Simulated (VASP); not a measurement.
# Bi (C2/m) in VASP: notebook

Aim: see how the results for Bi move with the level of theory and the settings. Levels: PBEsol-based global hybrid with 25 % exact exchange, r2SCAN+rVV10. Tasks: single point, relaxation of cell and atoms.

Program: VASP 6.6.1. These are calculated values, not measurements. Logs are shortened: lines on timing, memory, paths and dates and some standing lists are left out, and cuts for length are marked.

## Step 1: The cell of the first run

Symmetry: C2/m, No. 12, monoclinic system. The conventional cell has a = 6.977 Å, b = 6.265 Å, c = 3.359 Å, α = 90.00°, β = 112.04°, γ = 90.00°. Bi (site symmetry m) has 9 Bi at 3.21 to 3.99 Å within 4.2 Å.

## Step 2: Single point, PBEsol-based global hybrid with 25 % exact exchange

The input, POSCAR:

```
Bi
1.0
    3.4885980000     -3.1325780000      0.0000000000
    3.4885980000      3.1325780000      0.0000000000
   -1.2602350000      0.0000000000      3.1135500000
Bi
2
Direct
    0.7530610000      0.7530610000      0.8573820000
    0.2469390000      0.2469390000      0.1426180000
```

The input, INCAR.step1:

```
PREC = Accurate
ENCUT = 520
EDIFF = 1E-5
ISMEAR = -1
SIGMA = 0.05
LREAL = F
LASPH = T
NELM = 100
ALGO = Normal
ISIF = 2
LWAVE = T
NBANDS = 22
GGA = PE
```

The input, INCAR.step2:

```
PREC = Accurate
ENCUT = 520
EDIFF = 1E-6
ISMEAR = -1
SIGMA = 0.05
LREAL = F
LASPH = T
NELM = 100
ALGO = Normal
ISIF = 2
LWAVE = F
LCHARG = T
GGA = PS
LHFCALC = T
AEXX = 0.25
PRECFOCK = Normal
LELF = T
LVHAR = T
NBANDS = 22
ISTART = 1
```

The input, KPOINTS:

```
Automatic mesh
0
Gamma
  3 3 5
```

Potentials or basis: VASP PAW PBE potentials, release 64 (Bi_d).

On the command line:

```bash
$ cat potpaw_PBE.64/Bi_d/POTCAR > POTCAR
$ cp INCAR.step1 INCAR
$ mpirun -np 1 vasp_std > vasp.out
$ cp INCAR.step2 INCAR
$ mpirun -np 1 vasp_std > vasp.out
```

OUTCAR:

```text
PREC = Accurate
   ENCUT = 520
   EDIFF = 1E-6
   ISMEAR = -1
   LREAL = F
   LASPH = T
   NELM = 100
   ISIF = 2
   GGA = PS
   LHFCALC = T
   AEXX = 0.25
   PRECFOCK = Normal
   ISTART = 1

 ion  position               nearest neighbor table
   1  0.753  0.753  0.857-   2 3.21   2 3.28   2 3.28   2 3.45
   2  0.247  0.247  0.143-   1 3.21   1 3.28   1 3.28   1 3.45

  LATTYP: Found a base centered monoclinic cell.
 ALAT       =     6.9771960000
 B/A-ratio  =     0.8979475423
 C/A-ratio  =     0.4814149259
 COS(beta)  =    -0.3751898342

  Lattice vectors:

 A1 = (   3.4885980000,  -3.1325780000,   0.0000000000)
 A2 = (   3.4885980000,   3.1325780000,   0.0000000000)
 A3 = (  -1.2602350000,   0.0000000000,   3.1135500000)

Analysis of symmetry for initial positions (statically):
=====================================================================
 Subroutine PRICEL returns:
 Original cell was already a primitive cell.

 Routine SETGRP: Setting up the symmetry group for a
 base centered monoclinic supercell.

 Subroutine GETGRP returns: Found  4 space group operations
 (whereof  4 operations were pure point group operations)
 out of a pool of  4 trial point group operations.

The static configuration has the point symmetry C_2h.

Analysis of symmetry for dynamics (positions and initial velocities):
=====================================================================
 Subroutine PRICEL returns:
 Original cell was already a primitive cell.

 Routine SETGRP: Setting up the symmetry group for a
 base centered monoclinic supercell.

 Subroutine GETGRP returns: Found  4 space group operations
 (whereof  4 operations were pure point group operations)
 out of a pool of  4 trial point group operations.

The dynamic configuration has the point symmetry C_2h.

 Subroutine INISYM returns: Found  4 space group operations
 (whereof  4 operations are pure point group operations),
 and found     1 'primitive' translations

----------------------------------------------------------------------------------------

                                     Primitive cell

  volume of cell :      68.0517

  direct lattice vectors                    reciprocal lattice vectors
     3.488598000 -3.132578000  0.000000000     0.143324052 -0.159612945  0.058011590
     3.488598000  3.132578000  0.000000000     0.143324052  0.159612945  0.058011590
    -1.260235000  0.000000000  3.113550000     0.000000000  0.000000000  0.321176792

  length of vectors
     4.688641694  4.688641694  3.358926295     0.222223807  0.222223807  0.321176792

  position of ions in fractional coordinates (direct lattice)
     0.753061000  0.753061000  0.857382000
     0.246939000  0.246939000  0.142618000

  ion indices of the primitive-cell ions
   primitive index   ion index
                 1           1
                 2           2

----------------------------------------------------------------------------------------

 KPOINTS: Automatic mesh

Automatic generation of k-mesh.
 Grid dimensions read from file:
 generate k-points for:    3    3    5

 Generating k-lattice:

  Cartesian coordinates                     Fractional coordinates (reciprocal lattice)
     0.047774684 -0.053204315  0.019337197     0.333333333  0.000000000 -0.000000000
     0.047774684  0.053204315  0.019337197     0.000000000  0.333333333 -0.000000000
     0.000000000  0.000000000  0.064235358     0.000000000  0.000000000  0.200000000

  Length of vectors
     0.074074602  0.074074602  0.064235358

  Shift w.r.t. Gamma in fractional coordinates (k-lattice)
     0.000000000  0.000000000  0.000000000

 Subroutine IBZKPT returns following result:
 ===========================================

 Found     16 irreducible k-points:

 Following reciprocal coordinates:
            Coordinates               Weight
  0.000000  0.000000  0.000000      1.000000
  0.333333  0.000000  0.000000      4.000000
  0.333333  0.333333  0.000000      2.000000
 -0.333333  0.333333  0.000000      2.000000
  0.000000  0.000000  0.200000      2.000000
  0.333333  0.000000  0.200000      4.000000
[... 8 lines left out ...]
 -0.333333  0.333333  0.400000      4.000000
 -0.333333 -0.333333  0.400000      2.000000
   k-points           NKPTS =     16   k-points in BZ     NKDIM =     45   number of bands    NBANDS=     22
   number of dos      NEDOS =    301   number of ions     NIONS =      2
   total plane-waves  NPLWV =  36288
   dimension x,y,z NGX =    36 NGY =   36 NGZ =   28
   dimension x,y,z NGXF=    72 NGYF=   72 NGZF=   56
   ions per type =               2
   NGX,Y,Z   is equivalent  to a cutoff of  12.76, 12.76, 13.86 a.u.
   NGXF,Y,Z  is equivalent  to a cutoff of  25.53, 25.53, 27.72 a.u.
 SYSTEM =  unknown system
   PREC   = accura    normal or accurate (medium, high low for compatibility)
   ISTART =      1    job   : 0-new  1-cont  2-samecut
   ICHARG =      0    charge: 1-file 2-atom 10-const
   ISPIN  =      1    spin polarized calculation?
   LNONCOLLINEAR =      F non collinear calculations
   LSORBIT =      F    spin-orbit coupling
   LASPH  =      T    aspherical Exc in radial PAW
   ENCUT  =  520.0 eV  38.22 Ry    6.18 a.u.   8.72  8.72  6.25*2*pi/ulx,y,z
   NELM   =    100;   NELMIN=  2; NELMDL=  0     # of ELM steps
   EDIFF  = 0.1E-05   stopping-criterion for ELM
   LREAL  =      F    real-space projection
   EDIFFG = 0.1E-04   stopping-criterion for IOM
   NSW    =      0    number of steps for IOM
   IBRION =     -1    ionic relax: 0-MD 1-quasi-New 2-CG
   NFREE  =      0    steps in history (QN), initial steepest desc. (CG)
   ISIF   =      2    stress and relaxation
   ISYM   =      3    0-nonsym 1-usesym 2-fastsym
   POTIM  = 0.5000    time-step for ionic-motion
   TEBEG  =    0.0;   TEEND  =   0.0 temperature during run
   PSTRESS=    0.0 pullay stress
   NELECT =      30.0000    total number of electrons
   NUPDOWN=      -1.0000    fix difference up-down
   EMIN   =  10.00;   EMAX   =-10.00  energy-range for DOS
   EFERMI =   0.00;   METHOD = LEGACY
   ISMEAR =    -1;   SIGMA  =   0.05  broadening in eV -4-tet -1-fermi 0-gaus
   EFERMI_NEDOS =   21; number of points for ismear=-14 and -15
   IALGO  =     38    algorithm
   IMIX   =      1    mixing-type and parameters
     AMIX     =   0.40;   BMIX     =  1.00
     AMIX_MAG =   1.60;   BMIX_MAG =  1.00
  volume/ion in A,a.u.               =      34.03       229.62
  Fermi-wavevector in a.u.,A,eV,Ry     =   1.245955  2.354514 21.121737  1.552404
  Thomas-Fermi vector in A             =   2.380154
   LORBIT       =      0    0 simple, 1 ext, 2 COOP (PROOUT), +10 PAW based schemes
   GGA     = PS    functional components
   LHFCALC =     T    Hartree Fock is set to
   PRECFOCK=normal    Normal, Fast or Accurate (Low or Medium for compatibility)
   ENCUT4O =  -1.0   cutoff for four orbital integrals eV
   NKREDX  =     1    reduce k-point grid by
   NKREDY  =     1    reduce k-point grid by
   NKREDZ  =     1    reduce k-point grid by
   AEXX    =    0.2500 exact exchange contribution
   HFSCREEN=    0.0000 screening length (either q_TF or 0.3 A-1)
   HFSCREENC=   0.0000 screening length for correlation (either q_TF or 0.3 A-1)
   ENCUTFOCK=  -1.0 apply spherical cutoff to Coloumb kernel
   IVDW    =     0    specifies the selected vdW correction
   LEPSILON=     F    determine dielectric tensor
   LRPA    =     F    only Hartree local field effects (RPA)
 non-spin polarized calculation
  energy-cutoff  :      520.00
  volume of cell :       68.05
 maximum number of plane-waves:      1843
  NGX = 28; NGY = 28; NGZ = 20

 number of electron      30.0000001 magnetization

 Free energy of the ion-electron system (eV)
  ---------------------------------------------------
  ext. energy  EPLUGINS =         0.00000000
  ---------------------------------------------------
  free energy    TOTEN  =       -10.66518010 eV

  energy without entropy =      -10.66205530  energy(sigma->0) =      -10.66361770

 E-fermi :   6.4674     XC(G=0):  -7.8654

 val. band max:        6.4672242393   @ k =   0.0000   0.0000   0.2000
 cond. band min:       6.9973027531   @ k =   0.3333   0.0000   0.2000
 fundamental gap:      0.5300785138
 Fermi energy:         6.4674296253

 k-point     1 :       0.0000    0.0000    0.0000
  band No.  band energies     occupation
      1     -18.9842      2.00000
      2     -18.9555      2.00000
      3     -18.9111      2.00000
      4     -18.8790      2.00000
      5     -18.7916      2.00000
      6     -18.7660      2.00000
[... 14 lines left out ...]
     21      15.7071      0.00000
     22      16.2317      0.00000

 k-point     2 :       0.3333    0.0000    0.0000
  band No.  band energies     occupation
      1     -18.9623      2.00000
      2     -18.9397      2.00000
      3     -18.9082      2.00000
      4     -18.8336      2.00000
      5     -18.8005      2.00000
      6     -18.7671      2.00000
[... 14 lines left out ...]
     21      16.5893      0.00000
     22      17.8573      0.00000

 k-point     3 :       0.3333    0.3333    0.0000
  band No.  band energies     occupation
      1     -18.9616      2.00000
      2     -18.9489      2.00000
      3     -18.8406      2.00000
      4     -18.8098      2.00000
      5     -18.7878      2.00000
      6     -18.7870      2.00000
[... 14 lines left out ...]
     21      16.8835      0.00000
     22      18.0678      0.00000
[... 276 lines left out ...]
 k-point    15 :      -0.3333    0.3333    0.4000
  band No.  band energies     occupation
      1     -18.9194      2.00000
      2     -18.8903      2.00000
      3     -18.8569      2.00000
      4     -18.8320      2.00000
      5     -18.7873      2.00000
      6     -18.7735      2.00000
[... 14 lines left out ...]
     21      14.5830      0.00000
     22      15.7527      0.00000

 k-point    16 :      -0.3333   -0.3333    0.4000
  band No.  band energies     occupation
      1     -18.9266      2.00000
      2     -18.8619      2.00000
      3     -18.8462      2.00000
      4     -18.8256      2.00000
      5     -18.8170      2.00000
      6     -18.8072      2.00000
[... 14 lines left out ...]
     21      15.7088      0.00000
     22      17.6893      0.00000

------------------------ aborting loop because EDIFF is reached ----------------------------------------

  FORCE on cell =-STRESS in cart. coord.  units (eV):
  Direction    XX          YY          ZZ          XY          YZ          ZX
  --------------------------------------------------------------------------------------
  -------------------------------------------------------------------------------------
  Total       -2.0329970     -1.8360307     -1.0671202      0.0000000      0.0000000     -1.0474530
  in kB      -47.8639642    -43.2266784    -25.1237964      0.0000000      0.0000000    -24.6607615
  external PRESSURE =     -38.7381463 kB  Pullay stress =       0.0000000 kB

 VOLUME and BASIS-vectors are now :
 -----------------------------------------------------------------------------
  energy-cutoff  :      520.00
  volume of cell :       68.05
      direct lattice vectors                 reciprocal lattice vectors
     3.488598000 -3.132578000  0.000000000     0.143324052 -0.159612945  0.058011590
     3.488598000  3.132578000  0.000000000     0.143324052  0.159612945  0.058011590
    -1.260235000  0.000000000  3.113550000     0.000000000  0.000000000  0.321176792

 POSITION                                       TOTAL-FORCE (eV/Angst)
 -----------------------------------------------------------------------------------
      4.17375      0.00000      2.66950         0.332092      0.000000      0.256395
      1.54321      0.00000      0.44405        -0.332092      0.000000     -0.256395
 -----------------------------------------------------------------------------------
    total drift:                               -0.000000      0.000000     -0.000000

  FREE ENERGIE OF THE ION-ELECTRON SYSTEM (eV)
  ---------------------------------------------------
  free  energy   TOTEN  =       -10.6651800986 eV

  energy  without entropy=      -10.6620552997  energy(sigma->0) =      -10.66361770
```

Wall time 79 min (1 thread of AMD EPYC 7R43 (Zen 3), shared host); peak memory 0.17 GiB.

Results:

| Property | Result |
| --- | --- |
| Free energy | -10.6652 eV |
| Pressure | -3.9 GPa |
| Largest force | 0.420 eV/Å |
| Band gap on the k mesh | zero (bands 15 and 16 overlap by 4.93 eV) |

Forces on the atoms (eV/Å):
```
Bi   0.332  0.000  0.256
Bi  -0.332  0.000 -0.256
```

Levels at points of the mesh, in eV from the Fermi level:
| k point | band 12 | band 13 | band 14 | band 15 | band 16 | band 17 | band 18 | band 19 |
| --- | --- | --- | --- | --- | --- | --- | --- | --- |
| (0.00, 0.00, 0.00) | -10.34 | -3.88 | -3.56 | 3.40 | 3.94 | 4.67 | 5.03 | 5.23 |

Caveat: the k points lie up to 0.47 Å⁻¹ apart, too coarse for converged energies and pressures of a metal; the PAW data sets were made with another functional, which shifts forces and pressure a little; spin-orbit coupling is left out, which moves the levels of the heavy elements.

## Step 3: Relaxation of cell and atoms, r2SCAN+rVV10

POSCAR is that of step 2.

The input, INCAR.step1:

```
SYSTEM = Bi
PREC = Accurate
ENCUT = 600
ISMEAR = -1
SIGMA = 0.05
LREAL = .False.
LASPH = .True.
NELM = 100
GGA = PE
ALGO = Normal
EDIFF = 1E-4
LWAVE = .True.
LCHARG = .False.
```

The input, INCAR.step2:

```
SYSTEM = Bi
PREC = Accurate
ENCUT = 600
EDIFF = 1E-6
ISMEAR = -1
SIGMA = 0.05
LREAL = .False.
LASPH = .True.
NELM = 100
ALGO = Normal
ISIF = 3
LWAVE = .False.
LCHARG = .False.
METAGGA = R2SCAN
LMIXTAU = .True.
LUSE_VDW = .True.
IVDW_NL = 2
BPARAM = 11.95
CPARAM = 0.0093
IBRION = 2
NSW = 60
EDIFFG = -0.01
ISTART = 1
```

The input, KPOINTS:

```
Automatic mesh
0
Gamma
  6 6 9
  0 0 0
```

Potentials or basis: VASP PAW PBE potentials, release 64 (Bi_d).

On the command line:

```bash
$ cat potpaw_PBE.64/Bi_d/POTCAR > POTCAR
$ cp INCAR.step1 INCAR
$ mpirun -np 1 vasp_std > vasp.out
$ cp INCAR.step2 INCAR
$ mpirun -np 1 vasp_std > vasp.out
```

It took 2.3 h on 1 thread of Oxide Virtual Turin-like, shared host; peak memory 0.45 GiB.

Results (log left out):

```
Free energy                           : -116.0597 eV
Relaxed volume                        : 33.13 Å³/atom
Relaxed cell                          : a = 4.629 Å, b = 4.629 Å, c = 3.353 Å, α = 106.12°, β = 106.12°, γ = 83.35°
Space group after relaxing (to 0.1 Å) : C2/m (No. 12)
Energy gained by relaxing             : 7.7 meV/atom
Ionic steps                           : 11
Pressure after relaxing               : 0.0 GPa
Band gap on the k mesh                : zero (bands 15 and 16 overlap by 5.20 eV)
```

Forces on the atoms (eV/Å):
```
Bi   0.001  0.000 -0.003
Bi  -0.001  0.000  0.003
```

Step by step:
```csv
step,energy change (eV),largest force (eV/Å),pressure (GPa),volume (Å³)
1,0.0000,0.1343,-1.61,68.05
2,-0.0093,0.0278,1.16,64.73
3,-0.0133,0.0662,0.12,65.86
4,-0.0141,0.0559,0.05,65.98
5,-0.0144,0.0492,0.00,66.07
6,-0.0147,0.0393,0.00,66.12
7,-0.0152,0.0216,-0.02,66.20
8,-0.0151,0.0140,-0.02,66.37
9,-0.0153,0.0069,-0.02,66.28
10,-0.0153,0.0100,0.05,66.22
11,-0.0153,0.0030,0.03,66.25
```

Final structure:
```
CELL_PARAMETERS angstrom
3.45778 -3.07814 0.00159
3.45778 3.07814 0.00159
-1.24759 0.00000 3.11177
ATOMIC_POSITIONS crystal
Bi 0.75723 0.75723 0.86046
Bi 0.24277 0.24277 0.13954
```

Levels at points of the mesh, in eV from the Fermi level:
```tsv
k point	band 13	band 14	band 15	band 16	band 17	band 18
(0.00, 0.00, 0.00)	-3.43	-3.03	2.97	3.22	4.30	4.30
(0.50, 0.00, 0.00)	-1.41	-0.94	-0.60	-0.58	3.48	4.81
(0.50, 0.50, 0.00)	-5.36	-5.31	3.17	4.08	5.65	6.20
```

Caveat: the PAW data sets were made with another functional, which shifts forces and pressure a little; spin-orbit coupling is left out, which moves the levels of the heavy elements.

The gap in the log of VASP goes by the Fermi energy; the results here count the filled bands.